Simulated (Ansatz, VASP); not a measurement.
**AlN: VASP beside Ansatz**

```
Al N
1.0
    -3.11100    0.00000    0.00000
    -1.55550   -2.69421    0.00000
    -1.24440    0.00000    9.95600
Al N
4 4
Direct
  0.97183 0.33333 0.90375
  0.17183 0.33333 0.40375
  0.60517 0.66667 0.15375
  0.40517 0.66667 0.65375
  0.29483 0.33333 0.09625
  0.09483 0.33333 0.59625
  0.52817 0.66667 0.34625
  0.32817 0.66667 0.84625
```

Alike in both runs: task single point; functional PBE; k mesh 8 × 8 × 3; occupations gaussian, width 0.05 eV; no spin polarisation.

```csv
,VASP,Ansatz
version,VASP 6.6.1,Ansatz 0.2.0
potentials or method,"VASP PAW PBE potentials, release 64 (Al, N), cutoff 520 eV","scalar-relativistic, plane waves, PAW"
valence electrons in the cell,32,32
```

VASP gave:

* gap on the k mesh at the Fermi level (eV): 3.21
* least direct gap on the mesh (eV): 3.21
* pressure (GPa): 2.7
* traceless stress, the component that is largest in VASP (GPa): -7.02
* rms of the force components (eV/Å): 0.463

Problem. Which values does Ansatz return?

Solution. gap on the k mesh at the Fermi level (eV): 3.20; least direct gap on the mesh (eV): 3.20; pressure (GPa): 3.0; traceless stress, the component that is largest in VASP (GPa): -6.99; rms of the force components (eV/Å): 0.463.

Atom by atom the forces differ by 0.003 eV/Å (rms over components).
